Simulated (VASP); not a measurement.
Ni:

```
Ni
1.0
     0.00000    2.42500    2.42500
     2.42500    0.00000    2.42500
     2.42500    2.42500    0.00000
Ni
2
Direct
  0.00000 0.00000 0.00000
  0.25000 0.25000 0.25000
```

This isn't the form of Ni at room conditions, which is fcc.

```yaml
Program: VASP 6.6.1
Task: relaxation of cell and atoms
Functional: r2SCAN
Dispersion: D4
Potentials_or_basis: VASP PAW PBE potentials, release 64 (Ni)
Cutoff: 660 eV
k_mesh: 6 × 6 × 6
Occupations: fermi-dirac, width 0.05 eV
Spin: collinear spin, ferromagnetic start
Starting_moments: "[1.5, 1.5] μB"
```

At the start: pressure 12.8 GPa; volume 14.26 Å³/atom.

**Question.** Where does the relaxation end?

**Answer.** Over 4 steps the energy falls by 61.2 meV/atom and the volume is 16.03 Å³/atom (+12.4 %); space group Fd-3m (No. 227, to 0.1 Å) before and after; moment 1.65 μB per cell.

Step by step:
```csv
step,energy change (eV),largest force (eV/Å),pressure (GPa),volume (Å³)
1,0.0000,0.0000,12.76,28.52
2,-0.1013,0.0000,-5.00,33.47
3,-0.1217,0.0000,0.81,31.85
4,-0.1224,0.0000,0.17,32.07
```

Final structure:
```cif
data_structure
_symmetry_space_group_name_H-M 'P 1'
_symmetry_Int_Tables_number 1
_cell_length_a 3.5661
_cell_length_b 3.5661
_cell_length_c 3.5661
_cell_angle_alpha 60.000
_cell_angle_beta 60.000
_cell_angle_gamma 60.000
_cell_volume 32.07
loop_
_atom_site_label
_atom_site_type_symbol
_atom_site_fract_x
_atom_site_fract_y
_atom_site_fract_z
_atom_site_occupancy
Ni1 Ni 0.00000 0.00000 0.00000 1
Ni2 Ni 0.25000 0.25000 0.25000 1
```

Caveat: the k points lie up to 0.36 Å⁻¹ apart in the final cell; the PAW data sets were made with another functional, which shifts forces and pressure a little.
